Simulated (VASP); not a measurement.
A run of VASP 6.6.1 is set up as follows.

File INCAR:

```
ALGO = Normal
EDIFF = 1E-6
ENCUT = 520
GGA = PE
ISIF = 2
ISMEAR = 0
ISPIN = 2
LASPH = T
LCHARG = F
LMAXMIX = 4
LORBIT = 11
LREAL = F
LWAVE = F
MAGMOM = 0 0 0 0 0 1
NBANDS = 33
NELM = 150
PREC = Accurate
SIGMA = 0.1
```

Contents of KPOINTS:

```
k-points
0
Gamma
  3 3 6
```

The input POSCAR:

```
Y2Si3O
1.0
    5.8508520700      0.0000000000      0.0000000000
   -2.9254260300      5.0669865200      0.0000000000
    0.0000000000      0.0000000000      3.1224095400
Y Si O
2 3 1
Direct
    0.3333333300      0.6666666700      0.0000000000
    0.6666666700      0.3333333300      0.0000000000
    0.5000000000      0.0000000000      0.5000000000
    0.0000000000      0.5000000000      0.5000000000
    0.5000000000      0.5000000000      0.5000000000
    0.0000000000      0.0000000000      0.0000000000
```

Potentials or basis: VASP PAW PBE potentials, release 64 (Y_sv, Si, O).

Run with:

```console
$ cat potpaw_PBE.64/Y_sv/POTCAR potpaw_PBE.64/Si/POTCAR potpaw_PBE.64/O/POTCAR > POTCAR
$ mpirun -np 1 vasp_std > vasp.out
```

Question: Estimate the net moment.

Answer: -0.56 μB per cell.

Question: Predict the pressure.

Answer: 72.3 GPa.

Question: Predict the site moments.

Answer: Y +0.02; Si +0.01; O -0.54 μB.

Stress tensor (GPa, compression positive):
```
 54.78   0.00   0.00
  0.00  54.78   0.00
  0.00   0.00 107.35
```

Caveat: the k points lie up to 0.41 Å⁻¹ apart.
